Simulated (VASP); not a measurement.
# H4C in VASP: further runs, part 2 of 2

VASP 6.6.1.

### Step 3. Single point, HSE06 (uniaxial y strain +2.2%)

POSCAR

```
H4C
1.0
   -2.2526877391      2.3013457942      2.2526877391
    2.2526877391     -2.3013457942      2.2526877391
    2.2526877391      2.3013457942     -2.2526877391
H C
4 1
Direct
    0.0029631930      0.0000000000      0.7238512399
    0.7238512399      0.0000000000      0.0029631930
   -0.0029631930      0.7208880469     -0.0029631930
    0.2761487601      0.2791119531      0.2761487601
    0.0000000000      0.0000000000      0.0000000000
```

INCAR.step1

```
SYSTEM = H4C
  PREC = Accurate
  ENCUT = 520
  EDIFF = 1E-5
  ISMEAR = 0
  SIGMA = 0.01
  LREAL = .FALSE.
  LASPH = .TRUE.
  NELM = 80
  ALGO = Normal
  ISIF = 2
  LWAVE = .TRUE.
  LCHARG = .FALSE.
  GGA = PE
  NBANDS = 12
```

INCAR.step2

```
SYSTEM = H4C
  PREC = Accurate
  ENCUT = 520
  EDIFF = 1E-6
  ISMEAR = 0
  SIGMA = 0.01
  LREAL = .FALSE.
  LASPH = .TRUE.
  NELM = 80
  ALGO = Normal
  ISIF = 2
  LWAVE = .FALSE.
  LCHARG = .FALSE.
  GGA = PE
  LHFCALC = .TRUE.
  HFSCREEN = 0.2079
  PRECFOCK = Fast
  ISTART = 1
  NBANDS = 12
```

KPOINTS

```
Automatic mesh
0
G
  4 4 4
  0 0 0
```

Potentials or basis: VASP PAW PBE potentials, release 64 (H, C).

Launch:

```console
$ cat potpaw_PBE.64/H/POTCAR potpaw_PBE.64/C/POTCAR > POTCAR
$ cp INCAR.step1 INCAR
$ mpirun -np 1 vasp_std > vasp.out
$ cp INCAR.step2 INCAR
$ mpirun -np 1 vasp_std > vasp.out
```

OUTCAR:

```text
SYSTEM = H4C
   PREC = Accurate
   ENCUT = 520
   EDIFF = 1E-6
   ISMEAR = 0
   LREAL = .FALSE.
   LASPH = .TRUE.
   NELM = 80
   ISIF = 2
   GGA = PE
   LHFCALC = .TRUE.
   HFSCREEN = 0.2079
   PRECFOCK = Fast
   ISTART = 1

 ion  position               nearest neighbor table
   1  0.003  0.000  0.724-   5 1.09
   2  0.724  0.000  0.003-   5 1.09
   3  0.997  0.721  0.997-   5 1.09
   4  0.276  0.279  0.276-   5 1.09
   5  0.000  0.000  0.000-   3 1.09   4 1.09   1 1.09   2 1.09

  LATTYP: Found a body centered tetragonal cell.
 ALAT       =     4.5053754782
 C/A-ratio  =     1.0216000000

  Lattice vectors:

 A1 = (  -2.2526877391,  -2.3013457942,   2.2526877391)
 A2 = (   2.2526877391,  -2.3013457942,  -2.2526877391)
 A3 = (   2.2526877391,   2.3013457942,   2.2526877391)

Analysis of symmetry for initial positions (statically):
=====================================================================
 Subroutine PRICEL returns:
 Original cell was already a primitive cell.

 Routine SETGRP: Setting up the symmetry group for a
 body centered tetragonal supercell.

 Subroutine GETGRP returns: Found  8 space group operations
 (whereof  8 operations were pure point group operations)
 out of a pool of 16 trial point group operations.

The static configuration has the point symmetry D_2d.

Analysis of symmetry for dynamics (positions and initial velocities):
=====================================================================
 Subroutine PRICEL returns:
 Original cell was already a primitive cell.

 Routine SETGRP: Setting up the symmetry group for a
 body centered tetragonal supercell.

 Subroutine GETGRP returns: Found  8 space group operations
 (whereof  8 operations were pure point group operations)
 out of a pool of 16 trial point group operations.

[... 130 lines left out ...]
   IVDW    =     0    specifies the selected vdW correction
   LEPSILON=     F    determine dielectric tensor
   LRPA    =     F    only Hartree local field effects (RPA)
 non-spin polarized calculation
 Gauss-broadening in eV      SIGMA  =   0.01
  energy-cutoff  :      520.00
  volume of cell :       46.71
 maximum number of plane-waves:      1269
 NGX is ok and might be reduce to    30
  NGX = 18; NGY = 18; NGZ = 18

 number of electron       8.0000000 magnetization

 Free energy of the ion-electron system (eV)
  ---------------------------------------------------
  ext. energy  EPLUGINS =         0.00000000
  ---------------------------------------------------
  free energy    TOTEN  =       -27.58463777 eV

  energy without entropy =      -27.58463777  energy(sigma->0) =      -27.58463777

 E-fermi :  -7.1474     XC(G=0):  -5.5575

 val. band max:       -7.1984409590   @ k =   0.0000   0.0000   0.0000
 cond. band min:       2.2230685390   @ k =   0.0000   0.0000   0.0000
 fundamental gap:      9.4215094979
 Fermi energy:        -7.1474469960

 k-point     1 :       0.0000    0.0000    0.0000
  band No.  band energies     occupation
      1     -16.8030      2.00000
      2      -7.2103      2.00000
      3      -7.2103      2.00000
      4      -7.1984      2.00000
      5       2.2231      0.00000
      6       7.1027      0.00000
      7       7.1027      0.00000
      8       7.2635      0.00000
      9      11.8682      0.00000
     10      12.1782      0.00000
     11      12.4582      0.00000
     12      12.6443      0.00000
[... 166 lines left out ...]
 k-point    13 :       0.5000    0.5000    0.5000
  band No.  band energies     occupation
      1     -15.9653      2.00000
      2      -8.3044      2.00000
      3      -8.2414      2.00000
      4      -8.2414      2.00000
      5       4.9428      0.00000
      6       5.0630      0.00000
      7       9.3896      0.00000
      8       9.5830      0.00000
      9       9.5830      0.00000
     10      12.6073      0.00000
     11      12.7424      0.00000
     12      12.8246      0.00000

------------------------ aborting loop because EDIFF is reached ----------------------------------------

  FORCE on cell =-STRESS in cart. coord.  units (eV):
  Direction    XX          YY          ZZ          XY          YZ          ZX
  --------------------------------------------------------------------------------------
  -------------------------------------------------------------------------------------
  Total        0.1522423      0.1518356      0.1522423      0.0000000     -0.0000000      0.0000000
  in kB        5.2215810      5.2076316      5.2215810      0.0000000     -0.0000000      0.0000000
  external PRESSURE =       5.2169312 kB  Pullay stress =       0.0000000 kB

 VOLUME and BASIS-vectors are now :
 -----------------------------------------------------------------------------
  energy-cutoff  :      520.00
  volume of cell :       46.71
      direct lattice vectors                 reciprocal lattice vectors
    -2.252687739  2.301345794  2.252687739     0.000000000  0.217264177  0.221957083
     2.252687739 -2.301345794  2.252687739     0.221957083  0.000000000  0.221957083
     2.252687739  2.301345794 -2.252687739     0.221957083  0.217264177  0.000000000

 POSITION                                       TOTAL-FORCE (eV/Angst)
 -----------------------------------------------------------------------------------
      1.62394      1.67265     -1.62394         0.005428      0.006648     -0.005428
     -1.62394      1.67265      1.62394        -0.005428      0.006648      0.005428
      1.62394      2.93004      1.62394         0.005428     -0.006648      0.005428
      0.62875      0.62869      0.62875        -0.005428     -0.006648     -0.005428
      0.00000      0.00000      0.00000        -0.000000     -0.000000      0.000000
 -----------------------------------------------------------------------------------
    total drift:                               -0.000001      0.000000     -0.000001

  FREE ENERGIE OF THE ION-ELECTRON SYSTEM (eV)
  ---------------------------------------------------
  free  energy   TOTEN  =       -27.5846377699 eV

  energy  without entropy=      -27.5846377699  energy(sigma->0) =      -27.58463777
```

OSZICAR.step1:

```text
N       E                     dE             d eps       ncg     rms          rms(c)
DAV:   1     0.716615283048E+00    0.71662E+00   -0.35604E+03   312   0.553E+02
DAV:   2    -0.258363923531E+02   -0.26553E+02   -0.25530E+02   392   0.983E+01
DAV:   3    -0.271926161688E+02   -0.13562E+01   -0.13539E+01   408   0.213E+01
DAV:   4    -0.272018186383E+02   -0.92025E-02   -0.92021E-02   352   0.213E+00
DAV:   5    -0.272018917603E+02   -0.73122E-04   -0.73121E-04   416   0.179E-01    0.877E+00
DAV:   6    -0.244182403755E+02    0.27837E+01   -0.74549E+00   348   0.114E+01    0.431E+00
DAV:   7    -0.240921304478E+02    0.32611E+00   -0.84479E-01   364   0.444E+00    0.228E+00
DAV:   8    -0.240328352217E+02    0.59295E-01   -0.99297E-02   356   0.184E+00    0.239E-01
DAV:   9    -0.240338787628E+02   -0.10435E-02   -0.27644E-03   372   0.296E-01    0.137E-01
DAV:  10    -0.240351924422E+02   -0.13137E-02   -0.10948E-03   328   0.226E-01    0.314E-02
DAV:  11    -0.240352231668E+02   -0.30725E-04   -0.81820E-05   360   0.544E-02    0.732E-03
DAV:  12    -0.240352281464E+02   -0.49796E-05   -0.75881E-06   328   0.181E-02
   1 F= -.24035228E+02 E0= -.24035228E+02  d E =-.192314E-18
```

It took 82 s on 1 thread of AMD EPYC 7R13 (Zen 3), shared host; peak memory 0.23 GiB.

What came out:

```
Free energy            : -27.5846 eV
Pressure               : 0.5 GPa
Largest force          : 0.010 eV/Å
Band gap on the k mesh : 9.42 eV, direct
```

Forces on the atoms (eV/Å):
```
H    0.005  0.007 -0.005
H   -0.005  0.007  0.005
H    0.005 -0.007  0.005
H   -0.005 -0.007 -0.005
C    0.000  0.000  0.000
```

Levels at points of the mesh, in eV from the valence-band top:
| k point | band 1 | band 2 | band 3 | band 4 | band 5 | band 6 | band 7 | band 8 |
| --- | --- | --- | --- | --- | --- | --- | --- | --- |
| (0.00, 0.00, 0.00) | -9.60 | -0.01 | -0.01 | 0.00 | 9.42 | 14.30 | 14.30 | 14.46 |
| (0.50, 0.00, 0.00) | -9.11 | -1.49 | -0.49 | -0.03 | 11.25 | 12.85 | 13.59 | 18.22 |
| (0.00, 0.50, 0.00) | -9.10 | -1.48 | -0.51 | -0.06 | 11.22 | 12.68 | 13.68 | 18.34 |
| (0.50, 0.50, 0.50) | -8.77 | -1.11 | -1.04 | -1.04 | 12.14 | 12.26 | 16.59 | 16.78 |

Caveat: the k points lie up to 0.49 Å⁻¹ apart; the cell differs from its parent crystal (uniaxial y strain +2.2%); the PAW data sets were made with another functional, which shifts forces and pressure a little.
